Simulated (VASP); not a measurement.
# AlH6 in VASP: a series of runs, part 2 of 2

VASP 6.6.1. The steps go on from the part before.

## 3. Single point, PBE

Contents of INCAR:

```
PREC     = Accurate       # precision mode
ENCUT    = 520            # plane-wave cutoff, eV
EDIFF    = 1E-7           # SCF threshold, eV
ISMEAR   = 0              # smearing method
SIGMA    = 0.1            # smearing width, eV
LREAL    = F              # projectors in reciprocal space
LASPH    = T              # aspherical terms in the spheres
NELM     = 80             # most SCF steps
ALGO     = Normal         # electronic algorithm
ISIF     = 2              # what is computed and relaxed
LWAVE    = F              # write WAVECAR
LCHARG   = F              # write CHGCAR
GGA      = PE             # functional
NBANDS   = 14             # bands
```

Contents of KPOINTS:

```
Automatic mesh
0
Gamma
  6 6 6
```

Contents of POSCAR:

```
AlH6
1.0
    3.8450937877      0.0000000000      0.0000000000
   -1.9225468938      3.3299489001      0.0000000000
    0.0000000000      0.0000000000      3.7175455094
Al H
1 6
Direct
    0.0000000000      0.0000000000      0.0000000000
    0.5111437625      0.4888562375      0.0000000000
    0.5111437625      0.0222875250      0.0000000000
    0.9777124750      0.4888562375      0.0000000000
    0.0000000000      0.0000000000      0.5000000000
    0.3333333333      0.6666666667      0.3989361355
    0.3333333333      0.6666666667      0.6010638645
```

Potentials or basis: VASP PAW PBE potentials, release 64 (Al, H).

On the command line:

```
cat potpaw_PBE.64/Al/POTCAR potpaw_PBE.64/H/POTCAR > POTCAR
mpirun -np 1 vasp_std > vasp.out
```

OUTCAR:

```text
PREC = Accurate
   ENCUT = 520
   EDIFF = 1E-7
   ISMEAR = 0
   LREAL = F
   LASPH = T
   NELM = 80
   ISIF = 2
   GGA = PE

 ion  position               nearest neighbor table
   1  0.000  0.000  0.000-   5 1.86   5 1.86   4 1.92   4 1.92   3 1.92   3 1.92   2 1.92   2 1.92

   2  0.511  0.489  0.000-   1 1.92   1 1.92
   3  0.511  0.022  0.000-   1 1.92   1 1.92
   4  0.978  0.489  0.000-   1 1.92   1 1.92
   5  0.000  0.000  0.500-   1 1.86   1 1.86
   6  0.333  0.667  0.399-   7 0.75
   7  0.333  0.667  0.601-   6 0.75

  LATTYP: Found a hexagonal cell.
 ALAT       =     3.8450937877
 C/A-ratio  =     0.9668283050

  Lattice vectors:

 A1 = (   3.8450937877,   0.0000000000,   0.0000000000)
 A2 = (  -1.9225468938,   3.3299489001,   0.0000000000)
 A3 = (   0.0000000000,   0.0000000000,   3.7175455094)

Analysis of symmetry for initial positions (statically):
=====================================================================
 Subroutine PRICEL returns:
 Original cell was already a primitive cell.

 Routine SETGRP: Setting up the symmetry group for a
 hexagonal supercell.

 Subroutine GETGRP returns: Found 12 space group operations
 (whereof 12 operations were pure point group operations)
 out of a pool of 24 trial point group operations.

The static configuration has the point symmetry D_3h.

Analysis of symmetry for dynamics (positions and initial velocities):
=====================================================================
 Subroutine PRICEL returns:
 Original cell was already a primitive cell.

 Routine SETGRP: Setting up the symmetry group for a
 hexagonal supercell.

 Subroutine GETGRP returns: Found 12 space group operations
 (whereof 12 operations were pure point group operations)
 out of a pool of 24 trial point group operations.

The dynamic configuration has the point symmetry D_3h.

 Subroutine INISYM returns: Found 12 space group operations
 (whereof 12 operations are pure point group operations),
[... 136 lines left out ...]
   LRPA    =     F    only Hartree local field effects (RPA)
 non-spin polarized calculation
 Gauss-broadening in eV      SIGMA  =   0.10
  energy-cutoff  :      520.00
  volume of cell :       47.60
 maximum number of plane-waves:      1311
 NGX is ok and might be reduce to    30
   NGX = 15   NGY = 15   NGZ = 13

 number of electron       8.9999999 magnetization

 Free energy of the ion-electron system (eV)
  ---------------------------------------------------
  ext. energy  EPLUGINS =         0.00000000
  ---------------------------------------------------
  free energy    TOTEN  =       -20.72020257 eV

  energy without entropy =      -20.70982752  energy(sigma->0) =      -20.71501505

 E-fermi :   0.9754     XC(G=0):  -8.8442

 val. band max:        0.9626293712   @ k =   0.3333   0.0000   0.5000
 cond. band min:       0.9973791131   @ k =   0.3333   0.1667   0.1667
 fundamental gap:      0.0347497419
 Fermi energy:         0.9753916483

 k-point     1 :       0.0000    0.0000    0.0000
  band No.  band energies     occupation
      1      -9.2112      2.00000
      2      -2.3254      2.00000
      3      -0.3712      2.00000
      4       1.8333      0.00000
      5       1.8333      0.00000
      6       3.8070      0.00000
      7       5.4108      0.00000
      8       5.4108      0.00000
      9       9.7942      0.00000
     10      13.1696      0.00000
     11      13.5293      0.00000
     12      15.9370      0.00000
     13      15.9370      0.00000
     14      16.6069      0.00000
[... 377 lines left out ...]
      1      -6.1184      2.00000
      2      -5.1847      2.00000
      3      -1.9863      2.00000
      4      -1.5959      2.00000
      5       0.9626      1.14323
      6       3.8915      0.00000
      7       7.1694      0.00000
      8       8.8672      0.00000
      9      10.0209      0.00000
     10      11.7530      0.00000
     11      13.2689      0.00000
     12      14.2748      0.00000
     13      16.7242      0.00000
     14      17.8840      0.00000

 [... further k-points ...]
[... 5 lines left out ...]
  --------------------------------------------------------------------------------------
  -------------------------------------------------------------------------------------
  Total       -0.0766380     -0.0766380     -0.1793505     -0.0000000      0.0000000      0.0000000
  in kB       -2.5796080     -2.5796080     -6.0368764     -0.0000000      0.0000000      0.0000000
  external PRESSURE =      -3.7320308 kB  Pullay stress =       0.0000000 kB

 VOLUME and BASIS-vectors are now :
 -----------------------------------------------------------------------------
  energy-cutoff  :      520.00
  volume of cell :       47.60
      direct lattice vectors                 reciprocal lattice vectors
     3.845093788  0.000000000  0.000000000     0.260071680  0.150152454  0.000000000
    -1.922546894  3.329948900  0.000000000     0.000000000  0.300304909  0.000000000
     0.000000000  0.000000000  3.717545509     0.000000000  0.000000000  0.268994689

 POSITION                                       TOTAL-FORCE (eV/Angst)
 -----------------------------------------------------------------------------------
      0.00000      0.00000      0.00000         0.000000     -0.000000      0.000000
      1.02555      1.62787      0.00000        -0.014233      0.008217      0.000000
      1.92255      0.07422      0.00000        -0.000000     -0.016435      0.000000
      2.81955      1.62787      0.00000         0.014233      0.008217      0.000000
      0.00000      0.00000      1.85877        -0.000000      0.000000      0.000000
     -0.00000      2.21997      1.48306        -0.000000     -0.000000      0.003539
     -0.00000      2.21997      2.23448         0.000000     -0.000000     -0.003539
 -----------------------------------------------------------------------------------
    total drift:                                0.000000     -0.000000      0.000000

  FREE ENERGIE OF THE ION-ELECTRON SYSTEM (eV)
  ---------------------------------------------------
  free  energy   TOTEN  =       -20.7202025734 eV

  energy  without entropy=      -20.7098275206  energy(sigma->0) =      -20.71501505
```

stdout:

```text
POSCAR found type information on POSCAR AlH
 POSCAR found :  2 types and       7 ions
 scaLAPACK will be used
 LDA part: xc-table for (Slater+PW92), standard interpolation
 POSCAR, INCAR and KPOINTS ok, starting setup
 FFT: planning ... GRIDC
 FFT: planning ... GRID_SOFT
 FFT: planning ... GRID
 WAVECAR not read
 entering main loop
```

Wall time 19 s (1 thread of Intel Xeon Platinum 8488C (Sapphire Rapids), shared host); peak memory 0.16 GiB.

What came out:

```
Free energy   : -20.7202 eV
Pressure      : -0.4 GPa
Largest force : 0.016 eV/Å
```

Forces in eV/Å, atoms in the order of the input:
```
Al   0.000  0.000  0.000
H   -0.014  0.008  0.000
H    0.000 -0.016  0.000
H    0.014  0.008  0.000
H    0.000  0.000  0.000
H    0.000  0.000  0.004
H    0.000  0.000 -0.004
```

## 4. Relaxation of cell and atoms, PBE

Contents of INCAR:

```
SYSTEM = AlH6
ALGO     = Normal         ! electronic algorithm
EDIFF    = 1E-7           ! SCF threshold, eV
EDIFFG   = -0.04          ! ionic threshold
ENCUT    = 600            ! plane-wave cutoff, eV
GGA      = PE             ! functional
IBRION   = 2              ! ionic algorithm
ISIF     = 3              ! what is computed and relaxed
ISMEAR   = 0              ! smearing method
LASPH    = .True.         ! aspherical terms in the spheres
LCHARG   = .False.        ! write CHGCAR
LREAL    = .False.        ! projectors in reciprocal space
LWAVE    = .False.        ! write WAVECAR
NELM     = 100            ! most SCF steps
NSW      = 90             ! ionic steps
PREC     = Accurate       ! precision mode
SIGMA    = 0.1            ! smearing width, eV
```

Contents of KPOINTS:

```
k-points
0
Gamma
  6 6 6
  0 0 0
```

POSCAR is that of step 3.

On the command line:

```
cat potpaw_PBE.64/Al/POTCAR potpaw_PBE.64/H/POTCAR > POTCAR
mpirun -np 1 vasp_std > vasp.out
```

Run time: 11 s. Hardware: 1 thread of Intel Xeon Platinum 8488C (Sapphire Rapids), shared host; peak memory 0.17 GiB.

It converged, with:

| Item | Value |
| --- | --- |
| Free energy | -20.7232 eV |
| Pressure after relaxing | -0.2 GPa |
| Largest force after relaxing | 0.017 eV/Å |

Forces on the atoms (eV/Å):
```
Al   0.000  0.000  0.000
H   -0.015  0.008  0.000
H    0.000 -0.017  0.000
H    0.015  0.008  0.000
H    0.000  0.000  0.000
H    0.000  0.000  0.010
H    0.000  0.000 -0.010
```

Stress tensor (GPa, compression positive):
```
-0.09  0.00  0.00
 0.00 -0.09  0.00
 0.00  0.00 -0.44
```

Final structure:
```
Al H
1.0
     3.84509    0.00000    0.00000
    -1.92255    3.32995    0.00000
     0.00000    0.00000    3.71755
Al H
1 6
Direct
  0.00000 0.00000 0.00000
  0.51114 0.48886 0.00000
  0.51114 0.02229 0.00000
  0.97771 0.48886 0.00000
  0.00000 0.00000 0.50000
  0.33333 0.66667 0.39894
  0.33333 0.66667 0.60106
```

Levels at points of the mesh, in eV from the Fermi level:
| k point | band 2 | band 3 | band 4 | band 5 | band 6 | band 7 |
| --- | --- | --- | --- | --- | --- | --- |
| (0.00, 0.00, 0.00) | -3.30 | -1.35 | 0.86 | 0.86 | 2.83 | 4.44 |
| (0.50, 0.00, 0.00) | -6.48 | -2.71 | -0.74 | -0.43 | 5.04 | 6.05 |
| (0.00, 0.00, 0.50) | -6.99 | -1.15 | 1.14 | 1.14 | 5.40 | 5.40 |
| (0.50, 0.00, 0.50) | -5.71 | -4.88 | -3.20 | -0.27 | 2.59 | 5.62 |

Caveat: the relaxation stopped at its first step, so nothing moved.

## 5. Single point, PBE

This run uses another cell than the first one, of 6.79 Å³/atom, 0.998 times its volume.

Contents of INCAR:

```
  PREC = Accurate
  ENCUT = 520
  EDIFF = 1E-6
  ISMEAR = 0
  SIGMA = 0.1
  LREAL = False
  LASPH = True
  NELM = 60
  ALGO = Normal
  ISIF = 2
  LWAVE = False
  LCHARG = False
  GGA = PE
  NBANDS = 14
```

Contents of KPOINTS:

```
regular mesh
0
Gamma
  12 12 10
```

Contents of POSCAR:

```
AlH6
1.0
    3.8418506119      0.0000000000      0.0000000000
   -1.9209253060      3.3271402275      0.0000000000
    0.0000000000      0.0000000000      3.7162088509
Al H
1 6
Direct
    0.0000000000      0.0000000000      0.0000000000
    0.5094295389      0.4905704611      0.0000000000
    0.5094295389      0.0188590778      0.0000000000
    0.9811409222      0.4905704611      0.0000000000
    0.0000000000      0.0000000000      0.5000000000
    0.3333333333      0.6666666667      0.3989252479
    0.3333333333      0.6666666667      0.6010747521
```

On the command line:

```
cat potpaw_PBE.64/Al/POTCAR potpaw_PBE.64/H/POTCAR > POTCAR
mpirun -np 1 vasp_std > vasp.out
```

It took 48 s on 1 thread of Intel Xeon Platinum 8488C (Sapphire Rapids), shared host; peak memory 0.2 GiB.

Results (log left out):

| Property | Result |
| --- | --- |
| Free energy | -20.7292 eV |
| Pressure | -0.3 GPa |
| Largest force | 0.011 eV/Å |

Forces in eV/Å, atoms in the order of the input:
```
Al   0.000  0.000  0.000
H    0.000  0.000  0.000
H    0.000  0.000  0.000
H    0.000  0.000  0.000
H    0.000  0.000  0.000
H    0.000  0.000  0.011
H    0.000  0.000 -0.011
```

Levels at points of the mesh, in eV from the Fermi level:
| k point | band 2 | band 3 | band 4 | band 5 | band 6 | band 7 | band 8 | band 9 |
| --- | --- | --- | --- | --- | --- | --- | --- | --- |
| (0.00, 0.00, 0.00) | -3.28 | -1.30 | 0.83 | 0.83 | 2.84 | 4.45 | 4.45 | 8.88 |
| (0.50, 0.00, 0.00) | -6.45 | -2.66 | -0.76 | -0.45 | 5.06 | 6.05 | 6.78 | 9.86 |
| (0.00, 0.00, 0.50) | -6.98 | -1.10 | 1.11 | 1.11 | 5.41 | 5.41 | 6.37 | 8.04 |
| (0.50, 0.00, 0.50) | -5.71 | -4.91 | -3.14 | -0.30 | 2.60 | 5.65 | 7.57 | 11.28 |

## 6. Relaxation of cell and atoms, PBE

Contents of INCAR:

```
  PREC = Accurate
  ENCUT = 600
  EDIFF = 1E-6
  ISMEAR = 0
  SIGMA = 0.1
  LREAL = False
  LASPH = True
  NELM = 80
  ALGO = Normal
  ISIF = 3
  LWAVE = False
  LCHARG = False
  GGA = PE
  IBRION = 2
  NSW = 100
  EDIFFG = -0.01
```

Contents of KPOINTS:

```
Automatic mesh
0
Gamma
  12 12 10
```

Contents of POSCAR:

```
AlH6
1.0
    3.8450937877      0.0000000000      0.0000000000
   -1.9225468939      3.3299489001      0.0000000000
    0.0000000000      0.0000000000      3.7175455094
Al H
1 6
Direct
    0.0000000000      0.0000000000      0.0000000000
    0.5111437625      0.4888562375      0.0000000000
    0.5111437625      0.0222875250      0.0000000000
    0.9777124750      0.4888562375      0.0000000000
    0.0000000000      0.0000000000      0.5000000000
    0.3333333333      0.6666666667      0.3989361355
    0.3333333333      0.6666666667      0.6010638645
```

Potentials or basis: VASP PAW PBE potentials, release 64 (Al, H).

On the command line:

```
cat potpaw_PBE.64/Al/POTCAR potpaw_PBE.64/H/POTCAR > POTCAR
mpirun -np 1 vasp_std > vasp.out
```

OUTCAR:

```text
PREC = Accurate
   ENCUT = 600
   EDIFF = 1E-6
   ISMEAR = 0
   LREAL = False
   LASPH = True
   NELM = 80
   ISIF = 3
   GGA = PE
   IBRION = 2
   NSW = 100
   EDIFFG = -0.01

 ion  position               nearest neighbor table
   1  0.000  0.000  0.000-   5 1.86   5 1.86   2 1.92   2 1.92   3 1.92   3 1.92   4 1.92   4 1.92

   2  0.511  0.489  0.000-   1 1.92   1 1.92
   3  0.511  0.022  0.000-   1 1.92   1 1.92
   4  0.978  0.489  0.000-   1 1.92   1 1.92
   5  0.000  0.000  0.500-   1 1.86   1 1.86
   6  0.333  0.667  0.399-   7 0.75
   7  0.333  0.667  0.601-   6 0.75

  LATTYP: Found a hexagonal cell.
 ALAT       =     3.8450937877
 C/A-ratio  =     0.9668283050

  Lattice vectors:

 A1 = (   3.8450937877,   0.0000000000,   0.0000000000)
 A2 = (  -1.9225468939,   3.3299489001,   0.0000000000)
 A3 = (   0.0000000000,   0.0000000000,   3.7175455094)

Analysis of symmetry for initial positions (statically):
=====================================================================
 Subroutine PRICEL returns:
 Original cell was already a primitive cell.

[... 186 lines left out ...]
  Direction    XX          YY          ZZ          XY          YZ          ZX
  --------------------------------------------------------------------------------------
  -------------------------------------------------------------------------------------
  Total       -0.0528179     -0.0528179     -0.0770044      0.0000000      0.0000000      0.0000000
  in kB       -1.7778324     -1.7778324     -2.5919411      0.0000000      0.0000000      0.0000000
  external PRESSURE =      -2.0492020 kB  Pullay stress =       0.0000000 kB
[... 315 lines left out ...]
--------------------------------------- Ionic step        9  -------------------------------------------

 number of electron       9.0000001 magnetization

 Free energy of the ion-electron system (eV)
  ---------------------------------------------------
  ext. energy  EPLUGINS =         0.00000000
  ---------------------------------------------------
  free energy    TOTEN  =       -20.73215511 eV

  energy without entropy =      -20.72368063  energy(sigma->0) =      -20.72791787

 E-fermi :   0.9964     XC(G=0):  -8.8608

 val. band max:        0.9761663466   @ k =   0.0833   0.0833   0.3000
 cond. band min:       1.0002553895   @ k =   0.0833   0.0833   0.5000
 fundamental gap:      0.0240890429
 Fermi energy:         0.9964464211

 k-point     1 :       0.0000    0.0000    0.0000
  band No.  band energies     occupation
      1      -9.2267      2.00000
      2      -2.2932      2.00000
      3      -0.3070      2.00000
      4       1.8251      0.00000
      5       1.8251      0.00000
      6       3.8431      0.00000
      7       5.4463      0.00000
      8       5.4463      0.00000
[... 243 lines left out ...]
 k-point    24 :       0.3333    0.0000    0.1000
  band No.  band energies     occupation
      1      -7.8397      2.00000
      2      -3.9437      2.00000
      3      -1.7580      2.00000
      4       0.3242      2.00000
      5       0.5480      2.00000
      6       5.1919      0.00000
      7       7.0680      0.00000
      8       9.1128      0.00000

 [... further k-points ...]
[... 5 lines left out ...]
  --------------------------------------------------------------------------------------
  -------------------------------------------------------------------------------------
  Total        0.0201288      0.0201288      0.0292633     -0.0000000      0.0000000      0.0000000
  in kB        0.6807401      0.6807401      0.9896637     -0.0000000      0.0000000      0.0000000
  external PRESSURE =       0.7837147 kB  Pullay stress =       0.0000000 kB
[... 22 lines left out ...]
  FREE ENERGIE OF THE ION-ELECTRON SYSTEM (eV)
  ---------------------------------------------------
  free  energy   TOTEN  =       -20.7321551060 eV

  energy  without entropy=      -20.7236806297  energy(sigma->0) =      -20.72791787

 reached required accuracy - stopping structural energy minimisation
```

OSZICAR:

```text
N       E                     dE             d eps       ncg     rms          rms(c)
DAV:   1     0.265121745129E+01    0.26512E+01   -0.36933E+03  1824   0.912E+02
DAV:   2    -0.208320322694E+02   -0.23483E+02   -0.23164E+02  2552   0.101E+02
DAV:   3    -0.214940103546E+02   -0.66198E+00   -0.65191E+00  2352   0.249E+01
[... 45 lines left out ...]
DAV:   2    -0.207321098204E+02   -0.25839E-06   -0.36937E-06  2056   0.189E-02
   8 F= -.20732110E+02 E0= -.20727879E+02  d E =-.176177E-04
       N       E                     dE             d eps       ncg     rms          rms(c)
DAV:   1    -0.207321531133E+02   -0.43551E-04   -0.15874E-03  1856   0.384E-01    0.636E-03
DAV:   2    -0.207321553369E+02   -0.22236E-05   -0.29956E-05  2208   0.541E-02    0.406E-03
DAV:   3    -0.207321551060E+02    0.23085E-06   -0.75370E-07  1552   0.699E-03
   9 F= -.20732155E+02 E0= -.20727918E+02  d E =-.629033E-04
```

It took 2.2 min on 1 thread of Intel Xeon Platinum 8488C (Sapphire Rapids), shared host; peak memory 0.2 GiB.

What came out:

| Quantity | Value |
| --- | --- |
| Free energy | -20.7322 eV |
| Relaxed volume | 6.77 Å³/atom |
| Relaxed cell | a = 3.839 Å, b = 3.839 Å, c = 3.711 Å, α = 90.00°, β = 90.00°, γ = 120.00° |
| Space group after relaxing (to 0.05 Å) | P-6m2 (No. 187) |
| Energy gained by relaxing | 0.1 meV/atom |
| Ionic steps | 9 |
| Pressure after relaxing | 0.1 GPa |
| Largest force after relaxing | 0.008 eV/Å |

Forces in eV/Å, atoms in the order of the input:
```
Al   0.000  0.000  0.000
H   -0.007  0.004  0.000
H    0.000 -0.008  0.000
H    0.007  0.004  0.000
H    0.000  0.000  0.000
H    0.000  0.000  0.003
H    0.000  0.000 -0.003
```

Step by step:
```csv
step,energy change (eV),largest force (eV/Å),pressure (GPa),volume (Å³)
1,0.0000,0.0205,-0.20,47.60
2,-0.0001,0.0474,-0.08,47.54
3,-0.0001,0.0493,-0.08,47.54
4,-0.0001,0.0431,-0.06,47.51
5,-0.0003,0.0192,0.02,47.43
6,-0.0003,0.0254,0.17,47.28
7,-0.0003,0.0114,0.11,47.35
8,-0.0003,0.0106,0.10,47.36
9,-0.0004,0.0083,0.08,47.37
```

Final structure:
```
CELL_PARAMETERS angstrom
3.83941 0.00000 0.00000
-1.91970 3.32502 0.00000
0.00000 0.00000 3.71097
ATOMIC_POSITIONS crystal
Al 0.00000 0.00000 0.00000
H 0.51016 0.48984 0.00000
H 0.51016 0.02032 0.00000
H 0.97968 0.48984 0.00000
H 0.00000 0.00000 0.50000
H 0.33333 0.66667 0.39883
H 0.33333 0.66667 0.60117
```

## 7. Summary

```csv
task,cell,k mesh,cutoff (eV),gap on the mesh (eV),pressure (GPa),largest force (eV/Å)
single point,"a = 3.845, b = 3.845, c = 3.718 Å, angles 90.0, 90.0, 120.0°, 7 atoms",6 × 6 × 4,520,none,-0.3,0.01
single point,"a = 3.845, b = 3.845, c = 3.718 Å, angles 90.0, 90.0, 120.0°, 7 atoms",6 × 6 × 6,520,none,-0.4,0.02
relaxation of cell and atoms,"relaxed from a = 3.845, b = 3.845, c = 3.718 Å, angles 90.0, 90.0, 120.0°, 7 atoms",6 × 6 × 6,600,none,-0.2,0.02
single point,"a = 3.842, b = 3.842, c = 3.716 Å, angles 90.0, 90.0, 120.0°, 7 atoms",12 × 12 × 10,520,none,-0.3,0.01
relaxation of cell and atoms,"relaxed from a = 3.845, b = 3.845, c = 3.718 Å, angles 90.0, 90.0, 120.0°, 7 atoms",12 × 12 × 10,600,none,0.1,0.01
```

Alike in all rows: level PBE; potentials or basis VASP PAW PBE potentials, release 64 (Al, H); no spin polarisation; smearing gaussian 0.1 eV.

Caveats: some runs use coarse meshes; the relaxation stopped at its first step, so nothing moved (some runs).

Absolute energies hang on the potentials; compare differences alone.
